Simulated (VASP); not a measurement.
Here is a VASP 6.6.1 calculation.

POSCAR

```
MgO
1.0
    2.1021675162      2.1021675162      0.0000000000
   -2.1021675162      2.1021675162      0.0000000000
    0.0000000000      2.1021675162      2.1021675162
Mg O
1 1
Direct
    0.0000000000      0.0000000000      0.0000000000
    0.5000000000      0.5000000000      0.0000000000
```

Contents of INCAR.step1:

```
SYSTEM = MgO
ALGO     = Normal         ! electronic algorithm
EDIFF    = 1E-4           ! SCF threshold, eV
ENCUT    = 600            ! plane-wave cutoff, eV
GGA      = PE             ! functional
ISMEAR   = 0              ! smearing method
LASPH    = .TRUE.         ! aspherical terms in the spheres
LCHARG   = .FALSE.        ! write CHGCAR
LREAL    = .FALSE.        ! projectors in reciprocal space
LWAVE    = .TRUE.         ! write WAVECAR
NELM     = 100            ! most SCF steps
PREC     = Accurate       ! precision mode
SIGMA    = 0.01           ! smearing width, eV
```

File INCAR.step2:

```
SYSTEM = MgO
ALGO     = Normal         ! electronic algorithm
EDIFF    = 1E-7           ! SCF threshold, eV
EDIFFG   = -0.002         ! ionic threshold
ENCUT    = 600            ! plane-wave cutoff, eV
IBRION   = 2              ! ionic algorithm
ISIF     = 3              ! what is computed and relaxed
ISMEAR   = 0              ! smearing method
ISTART   = 1            
LASPH    = .TRUE.         ! aspherical terms in the spheres
LCHARG   = .FALSE.        ! write CHGCAR
LMIXTAU  = .TRUE.       
LREAL    = .FALSE.        ! projectors in reciprocal space
LWAVE    = .FALSE.        ! write WAVECAR
METAGGA  = R2SCAN         ! meta-GGA
NELM     = 100            ! most SCF steps
NSW      = 100            ! ionic steps
PREC     = Accurate       ! precision mode
PSTRESS  = 40.0         
SIGMA    = 0.01           ! smearing width, eV
```

KPOINTS

```
k-points
0
G
  10 10 10
  0 0 0
```

Potentials or basis: VASP PAW PBE potentials, release 64 (Mg, O).

Launch:

```sh
$ cat potpaw_PBE.64/Mg/POTCAR potpaw_PBE.64/O/POTCAR > POTCAR
$ cp INCAR.step1 INCAR
$ mpirun -np 1 vasp_std > vasp.out
$ cp INCAR.step2 INCAR
$ mpirun -np 1 vasp_std > vasp.out
```

**Question.** What does it give for the space group after relaxing (to 0.1 Å)?

**Answer.** Fm-3m (No. 225).

**Question.** Predict the band gap on the k mesh.

**Answer.** 5.98 eV.

**Question.** Estimate the relaxed volume.

**Answer.** 9.01 Å³/atom.

Final structure:
```
Mg O
1.0
     2.08090    2.08090    0.00000
    -2.08090    2.08090    0.00000
     0.00000    2.08090    2.08090
Mg O
1 1
Direct
  0.00000 0.00000 0.00000
  0.50000 0.50000 0.00000
```

Caveat: the cell is relaxed towards a set pressure, so the run minimises the enthalpy, not the energy; the PAW data sets were made with another functional, which shifts forces and pressure a little.
